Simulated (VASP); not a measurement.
# MoSe2 (P6_3/mmc) in VASP: relaxation of cell and atoms with PBE+D3(BJ)

Aim: the relaxation of cell and atoms of MoSe2 with PBE+D3(BJ).

All numbers are computed with VASP 6.6.1; they aren't measurements. Logs are shortened: lines on timing, memory, paths and dates and some standing lists are left out, and cuts for length are marked.

## (1) The cell of the first run

Symmetry: P6_3/mmc, No. 194, hexagonal system. The conventional cell has a = 3.676 Å, b = 3.676 Å, c = 13.118 Å, α = 90.00°, β = 90.00°, γ = 120.00°. Within 3.7 Å of Mo (site symmetry -6m2) lie 6 Se at 2.78 Å and 6 Mo at 3.68 Å. Se (site symmetry 3m) has 3 Mo at 2.78 Å and 10 Se at 3.59 to 3.68 Å within 3.7 Å.

## (2) Relaxation of cell and atoms, PBE+D3(BJ)

INCAR reads:

```
SYSTEM = MoSe2
  ALGO = Normal
  EDIFF = 1E-7
  EDIFFG = -0.005
  ENCUT = 500
  GGA = PE
  GGA_COMPAT = .FALSE.
  IBRION = 2
  ISIF = 3
  ISMEAR = -1
  IVDW = 12
  LASPH = .TRUE.
  LCHARG = .FALSE.
  LREAL = .FALSE.
  LWAVE = .FALSE.
  NELM = 120
  NELMIN = 4
  NSW = 80
  PREC = Accurate
  SIGMA = 0.02
```

KPOINTS reads:

```
k-points
0
G
  12 12 2
  0 0 0
```

POSCAR reads:

```
MoSe2
1.0
    3.6756886100      0.0000000000      0.0000000000
   -1.8378443050      3.1832397127      0.0000000000
    0.0000000000      0.0000000000     13.1177226400
Mo Se
2 4
Direct
    0.3333333333      0.6666666667      0.2500000000
    0.6666666667      0.3333333333      0.7500000000
    0.6666666667      0.3333333333      0.3867943742
    0.6666666667      0.3333333333      0.1132056258
    0.3333333333      0.6666666667      0.8867943742
    0.3333333333      0.6666666667      0.6132056258
```

Potentials or basis: VASP PAW PBE potentials, release 64 (Mo_sv, Se).

Started as:

```sh
$ cat potpaw_PBE.64/Mo_sv/POTCAR potpaw_PBE.64/Se/POTCAR > POTCAR
$ mpirun -np 1 vasp_std > vasp.out
```

OUTCAR:

```text
SYSTEM = MoSe2
   EDIFF = 1E-7
   EDIFFG = -0.005
   ENCUT = 500
   GGA = PE
   IBRION = 2
   ISIF = 3
   ISMEAR = -1
   IVDW = 12
   LASPH = .TRUE.
   LREAL = .FALSE.
   NELM = 120
   NELMIN = 4
   NSW = 80
   PREC = Accurate
 IVDW          = 12

 ion  position               nearest neighbor table
   1  0.333  0.667  0.250-   3 2.78   4 2.78   3 2.78   4 2.78   3 2.78   4 2.78
   2  0.667  0.333  0.750-   5 2.78   6 2.78   5 2.78   6 2.78   5 2.78   6 2.78
   3  0.667  0.333  0.387-   1 2.78   1 2.78   1 2.78
   4  0.667  0.333  0.113-   1 2.78   1 2.78   1 2.78
   5  0.333  0.667  0.887-   2 2.78   2 2.78   2 2.78
   6  0.333  0.667  0.613-   2 2.78   2 2.78   2 2.78

  LATTYP: Found a hexagonal cell.
 ALAT       =     3.6756886100
 C/A-ratio  =     3.5687796307

  Lattice vectors:

 A1 = (   3.6756886100,   0.0000000000,   0.0000000000)
 A2 = (  -1.8378443050,   3.1832397127,   0.0000000000)
 A3 = (   0.0000000000,   0.0000000000,  13.1177226400)

Analysis of symmetry for initial positions (statically):
=====================================================================
 Subroutine PRICEL returns:
 Original cell was already a primitive cell.

 Routine SETGRP: Setting up the symmetry group for a
 hexagonal supercell.

 Subroutine GETGRP returns: Found 24 space group operations
 (whereof 12 operations were pure point group operations)
 out of a pool of 24 trial point group operations.

The static configuration has the point symmetry D_3d.
 The point group associated with its full space group is D_6h.

Analysis of symmetry for dynamics (positions and initial velocities):
=====================================================================
 Subroutine PRICEL returns:
 Original cell was already a primitive cell.

 Routine SETGRP: Setting up the symmetry group for a
 hexagonal supercell.

 Subroutine GETGRP returns: Found 24 space group operations
 (whereof 12 operations were pure point group operations)
 out of a pool of 24 trial point group operations.

The dynamic configuration has the point symmetry D_3d.
 The point group associated with its full space group is D_6h.

 Subroutine INISYM returns: Found 24 space group operations
 (whereof 12 operations are pure point group operations),
 and found     1 'primitive' translations

----------------------------------------------------------------------------------------

                                     Primitive cell

  volume of cell :     153.4852

  direct lattice vectors                    reciprocal lattice vectors
     3.675688610  0.000000000  0.000000000     0.272057866  0.157072682  0.000000000
    -1.837844305  3.183239713  0.000000000     0.000000000  0.314145365  0.000000000
     0.000000000  0.000000000 13.117722640     0.000000000  0.000000000  0.076232745

  length of vectors
     3.675688610  3.675688610 13.117722640     0.314145365  0.314145365  0.076232745

  position of ions in fractional coordinates (direct lattice)
     0.333333333  0.666666667  0.250000000
     0.666666667  0.333333333  0.750000000
     0.666666667  0.333333333  0.386794374
     0.666666667  0.333333333  0.113205626
     0.333333333  0.666666667  0.886794374
     0.333333333  0.666666667  0.613205626

  ion indices of the primitive-cell ions
   primitive index   ion index
                 1           1
                 2           2
                 3           3
                 4           4
                 5           5
                 6           6

----------------------------------------------------------------------------------------

 KPOINTS: k-points

Automatic generation of k-mesh.
 Grid dimensions read from file:
 generate k-points for:   12   12    2

 Generating k-lattice:

  Cartesian coordinates                     Fractional coordinates (reciprocal lattice)
     0.022671489  0.013089390  0.000000000     0.083333333  0.000000000  0.000000000
     0.000000000  0.026178780  0.000000000     0.000000000  0.083333333  0.000000000
     0.000000000  0.000000000  0.038116372     0.000000000  0.000000000  0.500000000

  Length of vectors
     0.026178780  0.026178780  0.038116372

  Shift w.r.t. Gamma in fractional coordinates (k-lattice)
     0.000000000  0.000000000  0.000000000

 Subroutine IBZKPT returns following result:
 ===========================================

 Found     38 irreducible k-points:

 Following reciprocal coordinates:
            Coordinates               Weight
  0.000000  0.000000  0.000000      1.000000
  0.083333  0.000000  0.000000      6.000000
  0.166667  0.000000  0.000000      6.000000
  0.250000  0.000000  0.000000      6.000000
  0.333333  0.000000  0.000000      6.000000
  0.416667 -0.000000  0.000000      6.000000
[... 16 lines left out ...]
  0.250000  0.000000  0.500000      6.000000
  0.333333  0.000000  0.500000      6.000000
 [... further k-points ...]
   k-points           NKPTS =     38   k-points in BZ     NKDIM =     38   number of bands    NBANDS=     31
   number of dos      NEDOS =    301   number of ions     NIONS =      6
   total plane-waves  NPLWV =  75264
   dimension x,y,z NGX =    28 NGY =   28 NGZ =   96
   dimension x,y,z NGXF=    56 NGYF=   56 NGZF=  192
   ions per type =               2   4
   NGX,Y,Z   is equivalent  to a cutoff of  12.66, 12.66, 12.17 a.u.
   NGXF,Y,Z  is equivalent  to a cutoff of  25.33, 25.33, 24.33 a.u.
 SYSTEM =  MoSe2
   PREC   = accura    normal or accurate (medium, high low for compatibility)
   ISTART =      0    job   : 0-new  1-cont  2-samecut
   ICHARG =      2    charge: 1-file 2-atom 10-const
   ISPIN  =      1    spin polarized calculation?
   LNONCOLLINEAR =      F non collinear calculations
   LSORBIT =      F    spin-orbit coupling
   LASPH  =      T    aspherical Exc in radial PAW
   ENCUT  =  500.0 eV  36.75 Ry    6.06 a.u.   6.70  6.70 23.92*2*pi/ulx,y,z
   NELM   =    120;   NELMIN=  4; NELMDL= -5     # of ELM steps
   EDIFF  = 0.1E-06   stopping-criterion for ELM
   LREAL  =      F    real-space projection
   EDIFFG = -.5E-02   stopping-criterion for IOM
   NSW    =     80    number of steps for IOM
   IBRION =      2    ionic relax: 0-MD 1-quasi-New 2-CG
   NFREE  =      1    steps in history (QN), initial steepest desc. (CG)
   ISIF   =      3    stress and relaxation
   ISYM   =      2    0-nonsym 1-usesym 2-fastsym
   POTIM  = 0.5000    time-step for ionic-motion
   TEBEG  =    0.0;   TEEND  =   0.0 temperature during run
   PSTRESS=    0.0 pullay stress
   NELECT =      52.0000    total number of electrons
   NUPDOWN=      -1.0000    fix difference up-down
   EMIN   =  10.00;   EMAX   =-10.00  energy-range for DOS
   EFERMI =   0.00;   METHOD = LEGACY
   ISMEAR =    -1;   SIGMA  =   0.02  broadening in eV -4-tet -1-fermi 0-gaus
   EFERMI_NEDOS =   21; number of points for ismear=-14 and -15
   IALGO  =     38    algorithm
   IMIX   =      4    mixing-type and parameters
     AMIX     =   0.40;   BMIX     =  1.00
     AMIX_MAG =   1.60;   BMIX_MAG =  1.00
  volume/ion in A,a.u.               =      25.58       172.63
  Fermi-wavevector in a.u.,A,eV,Ry     =   1.141267  2.156681 17.721445  1.302489
  Thomas-Fermi vector in A             =   2.277967
   LORBIT       =      0    0 simple, 1 ext, 2 COOP (PROOUT), +10 PAW based schemes
   GGA     = PE    functional components
   LHFCALC =     F    Hartree Fock is set to
   AEXX    =    0.0000 exact exchange contribution
   IVDW    =    12    specifies the selected vdW correction
   LEPSILON=     F    determine dielectric tensor
   LRPA    =     F    only Hartree local field effects (RPA)
 conjugate gradient relaxation of ions
 non-spin polarized calculation
  energy-cutoff  :      500.00
  volume of cell :      153.49
 maximum number of plane-waves:      3936
 NGX is ok and might be reduce to    28
   NGX = 13   NGY = 13   NGZ = 47

--------------------------------------- Ionic step        1  -------------------------------------------

 number of electron      51.9999996 magnetization

 Free energy of the ion-electron system (eV)
  ---------------------------------------------------
  ext. energy  EPLUGINS =         0.00000000
  ---------------------------------------------------
  free energy    TOTEN  =       -37.22292572 eV

  energy without entropy =      -37.22292572  energy(sigma->0) =      -37.22292572

 E-fermi :   4.2307     XC(G=0):  -9.6657

 val. band max:        3.9349926451   @ k =   0.0000   0.0000   0.0000
 cond. band min:       4.5568115958   @ k =   0.3333   0.3333   0.0000
 fundamental gap:      0.6218189506
 Fermi energy:         4.2307355917

 k-point     1 :       0.0000    0.0000    0.0000
  band No.  band energies     occupation
      1     -57.5340      2.00000
      2     -57.5340      2.00000
      3     -31.5222      2.00000
      4     -31.5222      2.00000
      5     -31.5222      2.00000
      6     -31.5222      2.00000
[... 805 lines left out ...]
     30       5.0437      0.00000
     31       5.9512      0.00000

 [... further k-points ...]

------------------------ aborting loop because EDIFF is reached ----------------------------------------

 Edisp (eV)   -2.55039

 E8    (eV) :    -1.1103
[... 35 lines left out ...]
--------------------------------------- Ionic step        2  -------------------------------------------

 number of electron      51.9999997 magnetization

 E-fermi :  10.8635     XC(G=0): -12.0616

 val. band max:       10.8555463893   @ k =   0.0833   0.0000   0.0000
 cond. band min:      11.1064736712   @ k =   0.3333   0.2500   0.0000
 fundamental gap:      0.2509272818
 Fermi energy:        10.8634995087

 k-point     1 :       0.0000    0.0000    0.0000
  band No.  band energies     occupation
      1     -51.0226      2.00000
      2     -51.0226      2.00000
      3     -25.4846      2.00000
      4     -25.4836      2.00000
      5     -25.1179      2.00000
      6     -25.1179      2.00000
[... 805 lines left out ...]
     30      12.4789      0.00000
     31      14.1730      0.00000

 [... further k-points ...]

------------------------ aborting loop because EDIFF is reached ----------------------------------------

 Edisp (eV)   -3.72533

 E8    (eV) :    -1.6072
[... 73 lines left out ...]
  FREE ENERGIE OF THE ION-ELECTRON SYSTEM (eV)
  ---------------------------------------------------
  free  energy   TOTEN  =       -42.4439925259 eV

  energy  without entropy=      -42.4439921985  energy(sigma->0) =      -42.44399236

[... ionic steps 4 to 14 ...]

--------------------------------------- Ionic step       15  -------------------------------------------

 number of electron      52.0000005 magnetization

------------------------ aborting loop because EDIFF is reached ----------------------------------------
[... 83 lines left out ...]
--------------------------------------- Ionic step       17  -------------------------------------------

 number of electron      52.0000005 magnetization

 Free energy of the ion-electron system (eV)
  ---------------------------------------------------
  ext. energy  EPLUGINS =         0.00000000
  ---------------------------------------------------
  free energy    TOTEN  =       -39.82032989 eV

  energy without entropy =      -39.82032989  energy(sigma->0) =      -39.82032989

 E-fermi :   7.0757     XC(G=0): -10.8250

 val. band max:        6.7091561099   @ k =   0.0000   0.0000   0.0000
 cond. band min:       7.4780918171   @ k =   0.1667   0.1667   0.0000
 fundamental gap:      0.7689357072
 Fermi energy:         7.0756836186

 k-point     1 :       0.0000    0.0000    0.0000
  band No.  band energies     occupation
      1     -54.4926      2.00000
      2     -54.4926      2.00000
      3     -28.6626      2.00000
      4     -28.6625      2.00000
      5     -28.4657      2.00000
      6     -28.4657      2.00000
[... 805 lines left out ...]
     30       8.3357      0.00000
     31       9.6136      0.00000

 [... further k-points ...]

------------------------ aborting loop because EDIFF is reached ----------------------------------------

 Edisp (eV)   -2.87083

 E8    (eV) :    -1.2385
[... 29 lines left out ...]
  FREE ENERGIE OF THE ION-ELECTRON SYSTEM (eV)
  ---------------------------------------------------
  free  energy   TOTEN  =       -42.6911633481 eV

  energy  without entropy=      -42.6911633480  energy(sigma->0) =      -42.69116335

 reached required accuracy - stopping structural energy minimisation
```

It took 20 min on 1 thread of AMD EPYC 9R45 (Zen 5), shared host; peak memory 0.35 GiB.

Results:

```
Free energy                           : -42.6912 eV
Relaxed volume                        : 19.76 Å³/atom
Relaxed cell                          : a = 3.279 Å, b = 3.279 Å, c = 12.738 Å, α = 90.00°, β = 90.00°, γ = 120.00°
Space group after relaxing (to 0.1 Å) : P6_3/mmc (No. 194)
Energy gained by relaxing             : 486.3 meV/atom
Ionic steps                           : 17
Pressure after relaxing               : 0.0 GPa
Largest force after relaxing          : 0.005 eV/Å
Band gap on the k mesh                : 0.77 eV (least direct gap 1.46 eV)
Dispersion energy per atom            : -0.478 eV
```

Forces on the atoms (eV/Å):
```
Mo   0.000  0.000  0.000
Mo   0.000  0.000  0.000
Se   0.000  0.000  0.005
Se   0.000  0.000 -0.005
Se   0.000  0.000  0.005
Se   0.000  0.000 -0.005
```

The path:
```tsv
step	energy change (eV)	largest force (eV/Å)	pressure (GPa)	volume (Å³)
1	0.0000	2.5238	-20.39	153.49
2	2.8989	8.2532	70.94	91.93
3	-2.6707	0.0144	-3.99	122.30
4	-2.7049	0.3077	-1.80	120.34
5	-2.7099	0.4738	-0.54	119.30
6	-2.9050	0.0482	0.49	116.12
7	-2.9057	0.0805	0.59	115.90
8	-2.9085	0.1833	-0.45	116.99
9	-2.9085	0.1782	-0.40	116.93
10	-2.9109	0.1473	-0.34	117.15
11	-2.9151	0.0739	-0.19	117.67
12	-2.9169	0.0722	0.15	118.71
13	-2.9172	0.0335	0.05	118.43
14	-2.9177	0.0021	-0.11	118.65
15	-2.9178	0.0093	-0.15	118.69
16	-2.9178	0.0112	0.07	118.53
17	-2.9178	0.0047	0.00	118.58
```

Final structure:
```
Mo Se
1.0
     3.27865    0.00000    0.00000
    -1.63933    2.83940    0.00000
     0.00000    0.00000   12.73777
Mo Se
2 4
Direct
  0.33333 0.66667 0.25000
  0.66667 0.33333 0.75000
  0.66667 0.33333 0.38153
  0.66667 0.33333 0.11847
  0.33333 0.66667 0.88153
  0.33333 0.66667 0.61847
```

Caveat: the volume moved by over 15 % at a fixed basis, so the end points are rough.
